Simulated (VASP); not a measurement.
# BN (C2) in VASP: single point with PBE

Aim: the single point of BN with PBE.

All numbers are computed with VASP 6.6.1; they aren't measurements. Logs are shortened: lines on timing, memory, paths and dates and some standing lists are left out, and cuts for length are marked.

**1. The cell of the first run**

It takes space group C2 (No. 5, monoclinic). The conventional cell has a = 2.375 Å, b = 4.125 Å, c = 3.598 Å, α = 90.00°, β = 107.81°, γ = 90.00°. Within 1.8 Å of B (site symmetry 2) lie 3 N at 1.32 to 1.40 Å. N (site symmetry 2) has 3 B at 1.32 to 1.40 Å within 1.8 Å.

**2. Single point, PBE (strained and its atoms moved)**

INCAR reads:

```
PREC = Accurate ; ENCUT = 520
EDIFF = 1E-6 ; ISMEAR = 0
SIGMA = 0.02 ; LREAL = F
LASPH = T ; NELM = 60
ALGO = Normal ; ISIF = 2
LWAVE = F ; LCHARG = F
GGA = PE ; NBANDS = 11
```

KPOINTS reads:

```
Automatic mesh
0
Gamma
  12 12 12
```

POSCAR reads:

```
BN
1.0
    0.0426428531      3.4268076397      2.0625737396
    1.1872856937      0.0152699116      2.0625737396
    1.2299285469      3.4420775514      0.0000000000
B N
1 1
Direct
   -0.0068762661     -0.0068762661      1.0068762661
    0.6735762561      0.6735762561      0.3264237439
```

Potentials or basis: VASP PAW PBE potentials, release 64 (B, N).

On the command line:

```sh
cat potpaw_PBE.64/B/POTCAR potpaw_PBE.64/N/POTCAR > POTCAR
mpirun -np 1 vasp_std > vasp.out
```

OUTCAR:

```text
PREC = Accurate
   ENCUT = 520
   EDIFF = 1E-6
   ISMEAR = 0
   LREAL = F
   LASPH = T
   NELM = 60
   ISIF = 2
   GGA = PE

 ion  position               nearest neighbor table
   1  0.993  0.993  0.007-   2 1.32   2 1.40   2 1.40
   2  0.674  0.674  0.326-   1 1.32   1 1.40   1 1.40

  LATTYP: Found a base centered monoclinic cell.
 ALAT       =     2.3747677687
 B/A-ratio  =     1.7370740557
 C/A-ratio  =     1.5152823469
 COS(beta)  =    -0.3058753902

  Lattice vectors:

 A1 = (   1.1872856937,   0.0152699116,   2.0625737396)
 A2 = (   1.1872856938,   0.0152699117,  -2.0625737396)
 A3 = (  -1.1446428406,   3.4115377281,   0.0000000000)

Analysis of symmetry for initial positions (statically):
=====================================================================
 Subroutine PRICEL returns:
 Original cell was already a primitive cell.

 Routine SETGRP: Setting up the symmetry group for a
 base centered monoclinic supercell.

 Subroutine GETGRP returns: Found  2 space group operations
 (whereof  2 operations were pure point group operations)
 out of a pool of  4 trial point group operations.

The static configuration has the point symmetry C_2 .

Analysis of symmetry for dynamics (positions and initial velocities):
=====================================================================
 Subroutine PRICEL returns:
 Original cell was already a primitive cell.

 Routine SETGRP: Setting up the symmetry group for a
 base centered monoclinic supercell.

 Subroutine GETGRP returns: Found  2 space group operations
 (whereof  2 operations were pure point group operations)
 out of a pool of  4 trial point group operations.

The dynamic configuration has the point symmetry C_2 .

 Subroutine INISYM returns: Found  2 space group operations
 (whereof  2 operations are pure point group operations),
 and found     1 'primitive' translations

----------------------------------------------------------------------------------------

                                     Primitive cell

  volume of cell :      16.7809

  direct lattice vectors                    reciprocal lattice vectors
     0.042642853  3.426807640  2.062573740    -0.423072898  0.151173071  0.242415575
     1.187285694  0.015269912  2.062573740     0.423072898 -0.151173071  0.242415575
     1.229928547  3.442077551  0.000000000     0.419319185  0.140690428 -0.242415575
[... 77 lines left out ...]
   ICHARG =      2    charge: 1-file 2-atom 10-const
   ISPIN  =      1    spin polarized calculation?
   LNONCOLLINEAR =      F non collinear calculations
   LSORBIT =      F    spin-orbit coupling
   LASPH  =      T    aspherical Exc in radial PAW
   ENCUT  =  520.0 eV  38.22 Ry    6.18 a.u.   7.44  4.43  6.80*2*pi/ulx,y,z
   NELM   =     60;   NELMIN=  2; NELMDL= -5     # of ELM steps
   EDIFF  = 0.1E-05   stopping-criterion for ELM
   LREAL  =      F    real-space projection
[... 7 lines left out ...]
   TEBEG  =    0.0;   TEEND  =   0.0 temperature during run
   PSTRESS=    0.0 pullay stress
   NELECT =       8.0000    total number of electrons
   NUPDOWN=      -1.0000    fix difference up-down
   EMIN   =  10.00;   EMAX   =-10.00  energy-range for DOS
   EFERMI =   0.00;   METHOD = LEGACY
   ISMEAR =     0;   SIGMA  =   0.02  broadening in eV -4-tet -1-fermi 0-gaus
   EFERMI_NEDOS =   21; number of points for ismear=-14 and -15
   IALGO  =     38    algorithm
   IMIX   =      4    mixing-type and parameters
     AMIX     =   0.40;   BMIX     =  1.00
     AMIX_MAG =   1.60;   BMIX_MAG =  1.00
  volume/ion in A,a.u.               =       8.39        56.62
  Fermi-wavevector in a.u.,A,eV,Ry     =   1.278890  2.416752 22.253139  1.635560
  Thomas-Fermi vector in A             =   2.411407
   LORBIT       =      0    0 simple, 1 ext, 2 COOP (PROOUT), +10 PAW based schemes
   GGA     = PE    functional components
   LHFCALC =     F    Hartree Fock is set to
   AEXX    =    0.0000 exact exchange contribution
   IVDW    =     0    specifies the selected vdW correction
   LEPSILON=     F    determine dielectric tensor
   LRPA    =     F    only Hartree local field effects (RPA)
 non-spin polarized calculation
 Gauss-broadening in eV      SIGMA  =   0.02
  energy-cutoff  :      520.00
  volume of cell :       16.78
 maximum number of plane-waves:       472
 NGX is ok and might be reduce to    30
   NGX = 15   NGY =  9   NGZ = 13

 number of electron       8.0000000 magnetization

 Free energy of the ion-electron system (eV)
  ---------------------------------------------------
  ext. energy  EPLUGINS =         0.00000000
  ---------------------------------------------------
  free energy    TOTEN  =       -17.08490284 eV

  energy without entropy =      -17.08490284  energy(sigma->0) =      -17.08490284

 E-fermi :   2.8573     XC(G=0): -10.1720

 val. band max:        2.7725219212   @ k =  -0.4167  -0.3333   0.2500
 cond. band min:       6.4085962990   @ k =  -0.0000   0.5000   0.5000
 fundamental gap:      3.6360743778
 Fermi energy:         2.8572666697

 k-point     1 :       0.0000    0.0000    0.0000
  band No.  band energies     occupation
      1     -16.0137      2.00000
      2      -2.4915      2.00000
      3       0.8432      2.00000
      4       2.3582      2.00000
      5       7.6497      0.00000
      6      14.7680      0.00000
      7      16.6084      0.00000
      8      17.6968      0.00000
      9      20.1396      0.00000
     10      31.0395      0.00000
     11      31.0832      0.00000
[... 309 lines left out ...]
 k-point    24 :      -0.4167    0.1667    0.0000
  band No.  band energies     occupation
      1     -11.9985      2.00000
      2      -6.4888      2.00000
      3      -3.1546      2.00000
      4       1.8996      2.00000
      5       8.0047      0.00000
      6      15.4960      0.00000
      7      17.3154      0.00000
      8      18.9511      0.00000
      9      22.4850      0.00000
     10      25.8270      0.00000
     11      27.6007      0.00000

 [... further k-points ...]
[... 5 lines left out ...]
  --------------------------------------------------------------------------------------
  -------------------------------------------------------------------------------------
  Total        6.3603918      0.2301550      9.1718080      0.0626303     -0.0000000     -0.0000000
  in kB      607.2667788     21.9743476    875.6904407      5.9797066     -0.0000000     -0.0000000
  external PRESSURE =     501.6438557 kB  Pullay stress =       0.0000000 kB

 VOLUME and BASIS-vectors are now :
 -----------------------------------------------------------------------------
  energy-cutoff  :      520.00
  volume of cell :       16.78
      direct lattice vectors                 reciprocal lattice vectors
     0.042642853  3.426807640  2.062573740    -0.423072898  0.151173071  0.242415575
     1.187285694  0.015269912  2.062573740     0.423072898 -0.151173071  0.242415575
     1.229928547  3.442077551  0.000000000     0.419319185  0.140690428 -0.242415575

 POSITION                                       TOTAL-FORCE (eV/Angst)
 -----------------------------------------------------------------------------------
      1.22993      3.44208      4.09678        -0.000000     -0.000000      3.769159
      1.22993      3.44208      2.77860         0.000000      0.000000     -3.769159
 -----------------------------------------------------------------------------------
    total drift:                                0.000008     -0.000018      0.000039

  FREE ENERGIE OF THE ION-ELECTRON SYSTEM (eV)
  ---------------------------------------------------
  free  energy   TOTEN  =       -17.0849028364 eV

  energy  without entropy=      -17.0849028364  energy(sigma->0) =      -17.08490284
```

stdout:

```text
POSCAR found type information on POSCAR B N
 POSCAR found :  2 types and       2 ions
 scaLAPACK will be used
 LDA part: xc-table for (Slater+PW92), standard interpolation
 POSCAR, INCAR and KPOINTS ok, starting setup
 FFT: planning ... GRIDC
 FFT: planning ... GRID_SOFT
 FFT: planning ... GRID
 WAVECAR not read
 entering main loop
```

Run time: 78 s. Hardware: 1 thread of Intel Xeon Platinum 8259CL at 2.50GHz (Skylake/Cascade Lake), shared host; peak memory 0.2 GiB.

Results:

| Quantity | Value |
| --- | --- |
| Free energy | -17.0849 eV |
| Pressure | 50.2 GPa |
| Largest force | 3.769 eV/Å |
| Band gap on the k mesh | 3.64 eV, indirect (least direct gap 4.84 eV) |

Forces on the atoms (eV/Å):
```
B    0.000  0.000  3.769
N    0.000  0.000 -3.769
```

Stress tensor (GPa, compression positive):
```
60.73  0.60  0.00
 0.60  2.20  0.00
 0.00  0.00 87.57
```

Caveat: the cell differs from its parent crystal (strained and its atoms moved); forces of over 1 eV/Å act on the atoms, so gaps and moduli don't describe the material at rest. A k mesh can miss the band edges.
